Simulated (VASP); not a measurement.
Here is a VASP 6.6.1 calculation.

The input INCAR:

```
SYSTEM = Te
PREC = Accurate
ENCUT = 520
EDIFF = 1E-6
ISMEAR = 0
SIGMA = 0.01
LREAL = .FALSE.
LASPH = .TRUE.
NELM = 60
ALGO = Normal
ISIF = 2
LWAVE = .FALSE.
LCHARG = .FALSE.
GGA = PE
IVDW = 12
NBANDS = 16
```

The input KPOINTS:

```
Automatic mesh
0
G
  12 12 6
  0 0 0
```

Contents of POSCAR:

```
Te
1.0
    4.3186088774      0.0000000000      0.0000000000
   -2.1593044387      3.7400249969      0.0000000000
    0.0000000000      0.0000000000      5.9657427861
Te
3
Direct
    0.2847388753      0.0000000000      0.3333333333
    0.0000000000      0.2847388753      0.6666666667
    0.7152611247      0.7152611247      0.0000000000
```

Potentials or basis: VASP PAW PBE potentials, release 64 (Te).

Command:

```console
$ cat potpaw_PBE.64/Te/POTCAR > POTCAR
$ mpirun -np 1 vasp_std > vasp.out
```

(1) Estimate the pressure.

(2) Predict the band gap on the k mesh.

(3) Predict the dispersion energy per atom.

(4) What does it give for the largest force?

Answers

(1) 0.0 GPa.

(2) 0.02 eV.

(3) -0.456 eV.

(4) 0.012 eV/Å.

Caveat: spin-orbit coupling is left out, which moves the levels of the heavy elements.
